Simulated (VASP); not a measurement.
# P (P6/mmm) in VASP: a series of runs

Runs on P. Level: PBEsol. Tasks: relaxation of cell and atoms, single point.

Program: VASP 6.6.1. These are calculated values, not measurements. Logs are shortened: lines on timing, memory, paths and dates and some standing lists are left out, and cuts for length are marked.

## (1) The cell of the first run

The structure is hexagonal, space group P6/mmm (No. 191). Conventional cell: a = 2.565 Å, b = 2.565 Å, c = 2.465 Å, α = 90.00°, β = 90.00°, γ = 120.00°. P (site symmetry 6/mmm) has 8 P at 2.47 to 2.56 Å within 3.3 Å.

This isn't the form of P at room conditions, which is orthorhombic.

## (2) Relaxation of cell and atoms, PBEsol

INCAR reads:

```
SYSTEM = P
PREC     = Accurate       ! precision mode
ENCUT    = 600            ! plane-wave cutoff, eV
EDIFF    = 1E-7           ! SCF threshold, eV
ISMEAR   = 0              ! smearing method
SIGMA    = 0.1            ! smearing width, eV
LREAL    = .False.        ! projectors in reciprocal space
LASPH    = .True.         ! aspherical terms in the spheres
NELM     = 60             ! most SCF steps
ALGO     = Normal         ! electronic algorithm
ISIF     = 3              ! what is computed and relaxed
LWAVE    = .False.        ! write WAVECAR
LCHARG   = .False.        ! write CHGCAR
GGA      = PS             ! functional
IBRION   = 2              ! ionic algorithm
NSW      = 90             ! ionic steps
EDIFFG   = -0.04          ! ionic threshold
```

KPOINTS reads:

```
Automatic mesh
0
Gamma
  9 9 8
  0 0 0
```

POSCAR reads:

```
P
1.0
    2.5646126181      0.0000000000      0.0000000000
   -1.2823063090      2.2210196781      0.0000000000
    0.0000000000      0.0000000000      2.4654027500
P
1
Direct
    0.0000000000      0.0000000000      0.0000000000
```

Potentials or basis: VASP PAW PBE potentials, release 64 (P).

The run is started by

```console
cat potpaw_PBE.64/P/POTCAR > POTCAR
mpirun -np 1 vasp_std > vasp.out
```

OUTCAR:

```text
SYSTEM = P
   PREC = Accurate
   ENCUT = 600
   EDIFF = 1E-7
   ISMEAR = 0
   LREAL = .False.
   LASPH = .True.
   NELM = 60
   ISIF = 3
   GGA = PS
   IBRION = 2
   NSW = 90
   EDIFFG = -0.04

 ion  position               nearest neighbor table
   1  0.000  0.000  0.000-

  LATTYP: Found a hexagonal cell.
 ALAT       =     2.5646126181
 C/A-ratio  =     0.9613158465

  Lattice vectors:

 A1 = (   2.5646126181,   0.0000000000,   0.0000000000)
 A2 = (  -1.2823063090,   2.2210196781,   0.0000000000)
 A3 = (   0.0000000000,   0.0000000000,   2.4654027500)

Analysis of symmetry for initial positions (statically):
=====================================================================
 Subroutine PRICEL returns:
 Original cell was already a primitive cell.

 Routine SETGRP: Setting up the symmetry group for a
 hexagonal supercell.

 Subroutine GETGRP returns: Found 24 space group operations
 (whereof 24 operations were pure point group operations)
 out of a pool of 24 trial point group operations.

The static configuration has the point symmetry D_6h.

Analysis of symmetry for dynamics (positions and initial velocities):
=====================================================================
 Subroutine PRICEL returns:
 Original cell was already a primitive cell.

 Routine SETGRP: Setting up the symmetry group for a
 hexagonal supercell.

 Subroutine GETGRP returns: Found 24 space group operations
 (whereof 24 operations were pure point group operations)
 out of a pool of 24 trial point group operations.

The dynamic configuration has the point symmetry D_6h.

 Subroutine INISYM returns: Found 24 space group operations
 (whereof 24 operations are pure point group operations),
 and found     1 'primitive' translations

----------------------------------------------------------------------------------------

                                     Primitive cell

  volume of cell :      14.0431

  direct lattice vectors                    reciprocal lattice vectors
     2.564612618  0.000000000  0.000000000     0.389922436  0.225121824  0.000000000
    -1.282306309  2.221019678  0.000000000     0.000000000  0.450243647  0.000000000
     0.000000000  0.000000000  2.465402750     0.000000000  0.000000000  0.405613241

  length of vectors
     2.564612618  2.564612618  2.465402750     0.450243647  0.450243647  0.405613241

  position of ions in fractional coordinates (direct lattice)
     0.000000000  0.000000000  0.000000000

  ion indices of the primitive-cell ions
   primitive index   ion index
                 1           1

----------------------------------------------------------------------------------------

 KPOINTS: Automatic mesh

Automatic generation of k-mesh.
 Grid dimensions read from file:
 generate k-points for:    9    9    8

 Generating k-lattice:

  Cartesian coordinates                     Fractional coordinates (reciprocal lattice)
     0.043324715  0.025013536  0.000000000     0.111111111  0.000000000  0.000000000
     0.000000000  0.050027072  0.000000000     0.000000000  0.111111111  0.000000000
     0.000000000  0.000000000  0.050701655     0.000000000  0.000000000  0.125000000

  Length of vectors
     0.050027072  0.050027072  0.050701655

  Shift w.r.t. Gamma in fractional coordinates (k-lattice)
     0.000000000  0.000000000  0.000000000

 Subroutine IBZKPT returns following result:
 ===========================================

 Found     60 irreducible k-points:

 Following reciprocal coordinates:
            Coordinates               Weight
  0.000000  0.000000  0.000000      1.000000
  0.111111  0.000000  0.000000      6.000000
  0.222222  0.000000  0.000000      6.000000
  0.333333  0.000000  0.000000      6.000000
  0.444444  0.000000  0.000000      6.000000
  0.111111  0.111111  0.000000      6.000000
[... 16 lines left out ...]
  0.333333  0.222222  0.125000     24.000000
  0.333333  0.333333  0.125000      4.000000
 [... further k-points ...]
   k-points           NKPTS =     60   k-points in BZ     NKDIM =     60   number of bands    NBANDS=      6
   number of dos      NEDOS =    301   number of ions     NIONS =      1
   total plane-waves  NPLWV =   8000
   dimension x,y,z NGX =    20 NGY =   20 NGZ =   20
   dimension x,y,z NGXF=    40 NGYF=   40 NGZF=   40
   ions per type =               1
   NGX,Y,Z   is equivalent  to a cutoff of  12.96, 12.96, 13.49 a.u.
   NGXF,Y,Z  is equivalent  to a cutoff of  25.93, 25.93, 26.97 a.u.
 SYSTEM =  P
   PREC   = accura    normal or accurate (medium, high low for compatibility)
   ISTART =      0    job   : 0-new  1-cont  2-samecut
   ICHARG =      2    charge: 1-file 2-atom 10-const
   ISPIN  =      1    spin polarized calculation?
   LNONCOLLINEAR =      F non collinear calculations
   LSORBIT =      F    spin-orbit coupling
   LASPH  =      T    aspherical Exc in radial PAW
   ENCUT  =  600.0 eV  44.10 Ry    6.64 a.u.   5.12  5.12  4.92*2*pi/ulx,y,z
   NELM   =     60;   NELMIN=  2; NELMDL= -5     # of ELM steps
   EDIFF  = 0.1E-06   stopping-criterion for ELM
   LREAL  =      F    real-space projection
   EDIFFG = -.4E-01   stopping-criterion for IOM
   NSW    =     90    number of steps for IOM
   IBRION =      2    ionic relax: 0-MD 1-quasi-New 2-CG
   NFREE  =      1    steps in history (QN), initial steepest desc. (CG)
   ISIF   =      3    stress and relaxation
   ISYM   =      2    0-nonsym 1-usesym 2-fastsym
   POTIM  = 0.5000    time-step for ionic-motion
   TEBEG  =    0.0;   TEEND  =   0.0 temperature during run
   PSTRESS=    0.0 pullay stress
   NELECT =       5.0000    total number of electrons
   NUPDOWN=      -1.0000    fix difference up-down
   EMIN   =  10.00;   EMAX   =-10.00  energy-range for DOS
   EFERMI =   0.00;   METHOD = LEGACY
   ISMEAR =     0;   SIGMA  =   0.10  broadening in eV -4-tet -1-fermi 0-gaus
   EFERMI_NEDOS =   21; number of points for ismear=-14 and -15
   IALGO  =     38    algorithm
   IMIX   =      4    mixing-type and parameters
     AMIX     =   0.40;   BMIX     =  1.00
     AMIX_MAG =   1.60;   BMIX_MAG =  1.00
  volume/ion in A,a.u.               =      14.04        94.77
  Fermi-wavevector in a.u.,A,eV,Ry     =   1.160319  2.192685 18.318077  1.346341
  Thomas-Fermi vector in A             =   2.296903
   LORBIT       =      0    0 simple, 1 ext, 2 COOP (PROOUT), +10 PAW based schemes
   GGA     = PS    functional components
   LHFCALC =     F    Hartree Fock is set to
   AEXX    =    0.0000 exact exchange contribution
   IVDW    =     0    specifies the selected vdW correction
   LEPSILON=     F    determine dielectric tensor
   LRPA    =     F    only Hartree local field effects (RPA)
 conjugate gradient relaxation of ions
 non-spin polarized calculation
 Gauss-broadening in eV      SIGMA  =   0.10
  energy-cutoff  :      600.00
  volume of cell :       14.04
 maximum number of plane-waves:       483
   NGX = 11   NGY = 11   NGZ =  9

--------------------------------------- Ionic step        1  -------------------------------------------

 number of electron       4.9999999 magnetization

 Free energy of the ion-electron system (eV)
  ---------------------------------------------------
  ext. energy  EPLUGINS =         0.00000000
  ---------------------------------------------------
  free energy    TOTEN  =        -5.39185696 eV

  energy without entropy =       -5.38803945  energy(sigma->0) =       -5.38994820

 E-fermi :  10.3432     XC(G=0): -11.6084

 val. band max:       10.2759900991   @ k =   0.2222   0.2222   0.3750
 cond. band min:      10.3478021046   @ k =   0.3333   0.1111   0.0000
 fundamental gap:      0.0718120055
 Fermi energy:        10.3431761986

 k-point     1 :       0.0000    0.0000    0.0000
  band No.  band energies     occupation
      1      -6.6464      2.00000
      2      14.5784      0.00000
      3      16.8302      0.00000
      4      17.1459      0.00000
      5      17.1459      0.00000
      6      22.1578      0.00000

 k-point     2 :       0.1111    0.0000    0.0000
  band No.  band energies     occupation
      1      -6.2960      2.00000
      2      14.0407      0.00000
      3      14.8610      0.00000
      4      16.1216      0.00000
      5      17.9305      0.00000
      6      21.3318      0.00000
[... 325 lines left out ...]
 POSITION                                       TOTAL-FORCE (eV/Angst)
 -----------------------------------------------------------------------------------
      0.00000      0.00000      0.00000         0.000000     -0.000000      0.000000
 -----------------------------------------------------------------------------------
    total drift:                                0.000000     -0.000000      0.000000

  FREE ENERGIE OF THE ION-ELECTRON SYSTEM (eV)
  ---------------------------------------------------
  free  energy   TOTEN  =        -5.4071816547 eV

  energy  without entropy=       -5.4050279568  energy(sigma->0) =       -5.40610481

--------------------------------------- Ionic step        5  -------------------------------------------

 number of electron       5.0000001 magnetization

 Free energy of the ion-electron system (eV)
  ---------------------------------------------------
  ext. energy  EPLUGINS =         0.00000000
  ---------------------------------------------------
  free energy    TOTEN  =        -5.40726519 eV

  energy without entropy =       -5.40461573  energy(sigma->0) =       -5.40594046

 E-fermi :   9.8448     XC(G=0): -11.4666

 val. band max:        9.7309504926   @ k =   0.2222   0.1111   0.2500
 cond. band min:       9.9047708032   @ k =   0.2222   0.2222   0.3750
 fundamental gap:      0.1738203106
 Fermi energy:         9.8447545088

 k-point     1 :       0.0000    0.0000    0.0000
  band No.  band energies     occupation
      1      -6.7698      2.00000
      2      14.7965      0.00000
      3      15.8543      0.00000
      4      15.8543      0.00000
      5      16.6777      0.00000
      6      21.2923      0.00000

 k-point     2 :       0.1111    0.0000    0.0000
  band No.  band energies     occupation
      1      -6.4375      2.00000
      2      13.0817      0.00000
      3      14.9612      0.00000
      4      15.0585      0.00000
      5      17.6500      0.00000
      6      20.5027      0.00000
[... 220 lines left out ...]
 POSITION                                       TOTAL-FORCE (eV/Angst)
 -----------------------------------------------------------------------------------
      1.31031      2.26953      2.44158         0.000000     -0.000000      0.000000
 -----------------------------------------------------------------------------------
    total drift:                                0.000000     -0.000000      0.000000

  FREE ENERGIE OF THE ION-ELECTRON SYSTEM (eV)
  ---------------------------------------------------
  free  energy   TOTEN  =        -5.4072651890 eV

  energy  without entropy=       -5.4046157321  energy(sigma->0) =       -5.40594046

 reached required accuracy - stopping structural energy minimisation
```

It took 20 s on 1 thread of Intel Xeon 8259CL, shared host; peak memory 0.12 GiB.

What came out:

* Free energy: -5.4073 eV
* Relaxed volume: 14.52 Å³/atom
* Relaxed cell: a = 2.621 Å, b = 2.621 Å, c = 2.442 Å, α = 90.00°, β = 90.00°, γ = 120.00°
* Space group after relaxing (to 0.1 Å): P6/mmm (No. 191)
* Energy gained by relaxing: 15.4 meV/atom
* Ionic steps: 5
* Pressure after relaxing: 0.1 GPa
* Band gap on the k mesh: zero (an odd number of electrons rules out a gap without spin polarisation)

Step by step:
```csv
step,energy change (eV),largest force (eV/Å),pressure (GPa),volume (Å³)
1,0.0000,0.0000,4.20,14.04
2,-0.0131,0.0000,-1.99,14.80
3,-0.0153,0.0000,-0.46,14.60
4,-0.0153,0.0000,-0.37,14.58
5,-0.0154,0.0000,0.13,14.52
```

Final structure:
```yaml
crystal:
  lattice:
    - [2.62062, 0.00000, 0.00000]
    - [-1.31031, 2.26953, 0.00000]
    - [0.00000, 0.00000, 2.44158]
  atoms:
    - { symbol: P, position: [0.00000, 0.00000, 0.00000] }
```

Caveat: the PAW data sets were made with another functional, which shifts forces and pressure a little.

## (3) Single point, PBEsol

This run uses another cell than the first one, of 14.19 Å³/atom.

INCAR reads:

```
SYSTEM = P
PREC     = Accurate       ! precision mode
ENCUT    = 520            ! plane-wave cutoff, eV
EDIFF    = 1E-7           ! SCF threshold, eV
ISMEAR   = 0              ! smearing method
SIGMA    = 0.1            ! smearing width, eV
LREAL    = .False.        ! projectors in reciprocal space
LASPH    = .True.         ! aspherical terms in the spheres
NELM     = 60             ! most SCF steps
ALGO     = Normal         ! electronic algorithm
ISIF     = 2              ! what is computed and relaxed
LWAVE    = .False.        ! write WAVECAR
LCHARG   = .True.         ! write CHGCAR
GGA      = PS             ! functional
LELF     = .True.         ! ELF
LVHAR    = .True.       
NBANDS   = 8              ! bands
```

KPOINTS reads:

```
regular mesh
0
Gamma
  24 24 22
  0 0 0
```

POSCAR reads:

```
P
1.0
    2.6019767171      0.0000000000      0.0000000000
   -1.3009883586      2.2533779371      0.0000000000
    0.0000000000      0.0000000000      2.4197251147
P
1
Direct
    0.0000000000      0.0000000000      0.0000000000
```

Potentials or basis: VASP PAW PBE potentials, release 64 (P).

The run is started by

```console
cat potpaw_PBE.64/P/POTCAR > POTCAR
mpirun -np 1 vasp_std > vasp.out
```

It took 85 s on 1 thread of Intel Xeon 8259CL, shared host; peak memory 0.18 GiB.

It converged, with:

| Item | Value |
| --- | --- |
| Free energy | -5.4410 eV |
| Pressure | 0.2 GPa |
| Band gap on the k mesh | zero (an odd number of electrons rules out a gap without spin polarisation) |

Levels at points of the mesh, in eV from the Fermi level:
| k point | band 1 | band 2 | band 3 | band 4 | band 5 |
| --- | --- | --- | --- | --- | --- |
| (0.00, 0.00, 0.00) | -16.82 | 5.17 | 6.19 | 6.19 | 6.86 |
| (0.50, 0.00, 0.00) | -11.18 | -8.58 | 2.04 | 5.52 | 8.75 |
| (0.00, 0.00, 0.50) | -12.32 | -8.99 | 8.95 | 8.95 | 14.19 |
| (0.50, 0.00, 0.50) | -6.08 | -5.05 | -4.66 | 1.11 | 5.04 |

Caveat: the PAW data sets were made with another functional, which shifts forces and pressure a little.
